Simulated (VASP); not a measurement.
# SnSe2 (Fm-3m) in VASP: a series of runs

The runs below take SnSe2 through single point, with PBE.

All numbers are computed with VASP 6.6.1; they aren't measurements. Logs are shortened: lines on timing, memory, paths and dates and some standing lists are left out, and cuts for length are marked.

### Step 1. The cell of the first run

It takes space group Fm-3m (No. 225, cubic). The conventional cell has a = 6.351 Å, b = 6.351 Å, c = 6.351 Å, α = 90.00°, β = 90.00°, γ = 90.00°. Sn (site symmetry m-3m) has 8 Se at 2.75 Å within 3.6 Å. Se (site symmetry -43m) has 4 Sn at 2.75 Å and 6 Se at 3.18 Å within 3.6 Å.

### Step 2. Single point, PBE

INCAR reads:

```
SYSTEM = SnSe2
PREC = Accurate
ENCUT = 500
EDIFF = 1E-6
ISMEAR = -1
SIGMA = 0.02
LREAL = .FALSE.
LASPH = .TRUE.
NELM = 120
ALGO = Normal
ISIF = 2
LWAVE = .FALSE.
LCHARG = .TRUE.
GGA = PE
LELF = .TRUE.
LVHAR = .TRUE.
NBANDS = 20
GGA_COMPAT = .FALSE.
```

KPOINTS reads:

```
regular mesh
0
G
  6 6 6
  0 0 0
```

POSCAR reads:

```
SnSe2
1.0
    0.0000000000      3.1752641720      3.1752641720
    3.1752641720      0.0000000000      3.1752641720
    3.1752641720      3.1752641720      0.0000000000
Sn Se
1 2
Direct
    0.0000000000      0.0000000000      0.0000000000
    0.2500000000      0.2500000000      0.2500000000
    0.7500000000      0.7500000000      0.7500000000
```

Potentials or basis: VASP PAW PBE potentials, release 64 (Sn_d, Se).

Started as:

```console
> cat potpaw_PBE.64/Sn_d/POTCAR potpaw_PBE.64/Se/POTCAR > POTCAR
> mpirun -np 1 vasp_std > vasp.out
```

OUTCAR:

```text
SYSTEM = SnSe2
   PREC = Accurate
   ENCUT = 500
   EDIFF = 1E-6
   ISMEAR = -1
   LREAL = .FALSE.
   LASPH = .TRUE.
   NELM = 120
   ISIF = 2
   GGA = PE

 ion  position               nearest neighbor table
   1  0.000  0.000  0.000-   3 2.75   3 2.75   3 2.75   2 2.75   2 2.75   2 2.75   3 2.75   2 2.75

   2  0.250  0.250  0.250-   1 2.75   1 2.75   1 2.75   1 2.75
   3  0.750  0.750  0.750-   1 2.75   1 2.75   1 2.75   1 2.75

  LATTYP: Found a face centered cubic cell.
 ALAT       =     6.3505283440

  Lattice vectors:

 A1 = (   0.0000000000,   3.1752641720,   3.1752641720)
 A2 = (   3.1752641720,   0.0000000000,   3.1752641720)
 A3 = (   3.1752641720,   3.1752641720,   0.0000000000)

Analysis of symmetry for initial positions (statically):
=====================================================================
 Subroutine PRICEL returns:
 Original cell was already a primitive cell.

 Routine SETGRP: Setting up the symmetry group for a
 face centered cubic supercell.

 Subroutine GETGRP returns: Found 48 space group operations
 (whereof 48 operations were pure point group operations)
 out of a pool of 48 trial point group operations.

The static configuration has the point symmetry O_h .

Analysis of symmetry for dynamics (positions and initial velocities):
=====================================================================
 Subroutine PRICEL returns:
 Original cell was already a primitive cell.

 Routine SETGRP: Setting up the symmetry group for a
 face centered cubic supercell.

 Subroutine GETGRP returns: Found 48 space group operations
 (whereof 48 operations were pure point group operations)
 out of a pool of 48 trial point group operations.

The dynamic configuration has the point symmetry O_h .

 Subroutine INISYM returns: Found 48 space group operations
 (whereof 48 operations are pure point group operations),
 and found     1 'primitive' translations

----------------------------------------------------------------------------------------

                                     Primitive cell

  volume of cell :      64.0279

[... 72 lines left out ...]
   PREC   = accura    normal or accurate (medium, high low for compatibility)
   ISTART =      0    job   : 0-new  1-cont  2-samecut
   ICHARG =      2    charge: 1-file 2-atom 10-const
   ISPIN  =      1    spin polarized calculation?
   LNONCOLLINEAR =      F non collinear calculations
   LSORBIT =      F    spin-orbit coupling
   LASPH  =      T    aspherical Exc in radial PAW
   ENCUT  =  500.0 eV  36.75 Ry    6.06 a.u.   8.19  8.19  8.19*2*pi/ulx,y,z
   NELM   =    120;   NELMIN=  2; NELMDL= -5     # of ELM steps
   EDIFF  = 0.1E-05   stopping-criterion for ELM
   LREAL  =      F    real-space projection
   EDIFFG = 0.1E-04   stopping-criterion for IOM
   NSW    =      0    number of steps for IOM
   IBRION =     -1    ionic relax: 0-MD 1-quasi-New 2-CG
   NFREE  =      0    steps in history (QN), initial steepest desc. (CG)
   ISIF   =      2    stress and relaxation
   ISYM   =      2    0-nonsym 1-usesym 2-fastsym
   POTIM  = 0.5000    time-step for ionic-motion
   TEBEG  =    0.0;   TEEND  =   0.0 temperature during run
   PSTRESS=    0.0 pullay stress
   NELECT =      26.0000    total number of electrons
   NUPDOWN=      -1.0000    fix difference up-down
   EMIN   =  10.00;   EMAX   =-10.00  energy-range for DOS
   EFERMI =   0.00;   METHOD = LEGACY
   ISMEAR =    -1;   SIGMA  =   0.02  broadening in eV -4-tet -1-fermi 0-gaus
   EFERMI_NEDOS =   21; number of points for ismear=-14 and -15
   IALGO  =     38    algorithm
   IMIX   =      4    mixing-type and parameters
     AMIX     =   0.40;   BMIX     =  1.00
     AMIX_MAG =   1.60;   BMIX_MAG =  1.00
  volume/ion in A,a.u.               =      21.34       144.03
  Fermi-wavevector in a.u.,A,eV,Ry     =   1.212298  2.290911 19.996029  1.469667
  Thomas-Fermi vector in A             =   2.347787
   LORBIT       =      0    0 simple, 1 ext, 2 COOP (PROOUT), +10 PAW based schemes
   GGA     = PE    functional components
   LHFCALC =     F    Hartree Fock is set to
   AEXX    =    0.0000 exact exchange contribution
   IVDW    =     0    specifies the selected vdW correction
   LEPSILON=     F    determine dielectric tensor
   LRPA    =     F    only Hartree local field effects (RPA)
 non-spin polarized calculation
  energy-cutoff  :      500.00
  volume of cell :       64.03
 maximum number of plane-waves:      1660
 NGX is ok and might be reduce to    36
   NGX = 17   NGY = 17   NGZ = 17

 number of electron      26.0000000 magnetization

 Free energy of the ion-electron system (eV)
  ---------------------------------------------------
  ext. energy  EPLUGINS =         0.00000000
  ---------------------------------------------------
  free energy    TOTEN  =        -9.67331481 eV

  energy without entropy =       -9.66596010  energy(sigma->0) =       -9.66963746

 E-fermi :   7.1162     XC(G=0): -10.4689

 val. band max:        7.1097911603   @ k =   0.3333   0.1667   0.0000
 cond. band min:       7.1375915061   @ k =   0.5000   0.3333   0.1667
 fundamental gap:      0.0278003458
 Fermi energy:         7.1161764811

 k-point     1 :       0.0000    0.0000    0.0000
  band No.  band energies     occupation
      1     -14.6379      2.00000
      2     -14.6379      2.00000
      3     -14.6379      2.00000
      4     -14.5846      2.00000
      5     -14.5846      2.00000
      6      -8.6614      2.00000
[... 357 lines left out ...]
     19      15.9721      0.00000
     20      16.1872      0.00000

------------------------ aborting loop because EDIFF is reached ----------------------------------------

  FORCE on cell =-STRESS in cart. coord.  units (eV):
  Direction    XX          YY          ZZ          XY          YZ          ZX
  --------------------------------------------------------------------------------------
  -------------------------------------------------------------------------------------
  Total        8.0273399      8.0273399      8.0273399      0.0000000      0.0000000      0.0000000
  in kB      200.8688771    200.8688771    200.8688771      0.0000000      0.0000000      0.0000000
  external PRESSURE =     200.8688771 kB  Pullay stress =       0.0000000 kB

 VOLUME and BASIS-vectors are now :
 -----------------------------------------------------------------------------
  energy-cutoff  :      500.00
  volume of cell :       64.03
      direct lattice vectors                 reciprocal lattice vectors
     0.000000000  3.175264172  3.175264172    -0.157467213  0.157467213  0.157467213
     3.175264172  0.000000000  3.175264172     0.157467213 -0.157467213  0.157467213
     3.175264172  3.175264172  0.000000000     0.157467213  0.157467213 -0.157467213

 POSITION                                       TOTAL-FORCE (eV/Angst)
 -----------------------------------------------------------------------------------
      0.00000      0.00000      0.00000         0.000000     -0.000000     -0.000000
      1.58763      1.58763      1.58763        -0.000000     -0.000000     -0.000000
      4.76290      4.76290      4.76290         0.000000      0.000000      0.000000
 -----------------------------------------------------------------------------------
    total drift:                               -0.000000      0.000000      0.000000

  FREE ENERGIE OF THE ION-ELECTRON SYSTEM (eV)
  ---------------------------------------------------
  free  energy   TOTEN  =        -9.6733148114 eV

  energy  without entropy=       -9.6659601028  energy(sigma->0) =       -9.66963746
```

stdout:

```text
POSCAR found type information on POSCAR SnSe
 POSCAR found :  2 types and       3 ions
 scaLAPACK will be used
 LDA part: xc-table for (Slater+PW92), standard interpolation
 POSCAR, INCAR and KPOINTS ok, starting setup
 FFT: planning ... GRIDC
 FFT: planning ... GRID_SOFT
 FFT: planning ... GRID
 WAVECAR not read
 entering main loop
```

It took 11 s on 1 thread of Intel Xeon 6975P-C (Granite Rapids), shared host; peak memory 0.2 GiB.

Results:

```yaml
Free_energy: -9.6733 eV
Pressure: 20.1 GPa
Band_gap_on_the_k_mesh: zero (bands 13 and 14 overlap by 2.45 eV)
```

Levels at points of the mesh, in eV from the Fermi level:
| k point | band 10 | band 11 | band 12 | band 13 | band 14 | band 15 | band 16 | band 17 |
| --- | --- | --- | --- | --- | --- | --- | --- | --- |
| (0.00, 0.00, 0.00) | -3.76 | -3.00 | -2.03 | -2.03 | -2.03 | 1.63 | 1.63 | 1.63 |
| (0.50, 0.00, 0.00) | -4.26 | -3.63 | -2.84 | -2.84 | 1.89 | 4.43 | 4.43 | 6.32 |
| (0.50, 0.50, 0.00) | -6.09 | -1.63 | 0.28 | 0.28 | 0.94 | 3.42 | 6.14 | 6.14 |

Caveat: the cell stands under pressure; spin-orbit coupling is left out, which moves the levels of the heavy elements.

### Step 3. Single point, PBE

This run uses another cell than the first one, of 23.45 Å³/atom.

INCAR reads:

```
ALGO = Normal
EDIFF = 1E-6
ENCUT = 500
GGA = PE
GGA_COMPAT = F
ISIF = 2
ISMEAR = -1
LASPH = T
LCHARG = T
LELF = T
LREAL = F
LVHAR = T
LWAVE = F
NBANDS = 20
NELM = 120
PREC = Accurate
SIGMA = 0.02
```

KPOINTS reads:

```
k-points
0
Gamma
  6 6 6
```

POSCAR reads:

```
SnSe2
1.0
    0.0000000000      3.2762939503      3.2762939503
    3.2762939503      0.0000000000      3.2762939503
    3.2762939503      3.2762939503      0.0000000000
Sn Se
1 2
Direct
    0.0000000000      0.0000000000      0.0000000000
    0.2500000000      0.2500000000      0.2500000000
    0.7500000000      0.7500000000      0.7500000000
```

Potentials or basis: VASP PAW PBE potentials, release 64 (Sn_d, Se).

Started as:

```console
> cat potpaw_PBE.64/Sn_d/POTCAR potpaw_PBE.64/Se/POTCAR > POTCAR
> mpirun -np 1 vasp_std > vasp.out
```

Run time: 9.8 s. Hardware: 1 thread of Intel Xeon 6975P-C (Granite Rapids), shared host; peak memory 0.2 GiB.

It converged, with:

```
Free energy            : -10.2542 eV
Pressure               : 10.1 GPa
Band gap on the k mesh : zero (bands 13 and 14 overlap by 2.13 eV)
```

Levels at points of the mesh, in eV from the Fermi level:
| k point | band 11 | band 12 | band 13 | band 14 | band 15 | band 16 |
| --- | --- | --- | --- | --- | --- | --- |
| (0.00, 0.00, 0.00) | -3.36 | -1.78 | -1.78 | -1.78 | 1.81 | 1.81 |
| (0.50, 0.00, 0.00) | -3.33 | -2.49 | -2.49 | 1.49 | 4.26 | 4.26 |
| (0.50, 0.50, 0.00) | -1.43 | 0.22 | 0.22 | 0.81 | 3.01 | 5.79 |

Caveat: the cell stands under pressure; spin-orbit coupling is left out, which moves the levels of the heavy elements.
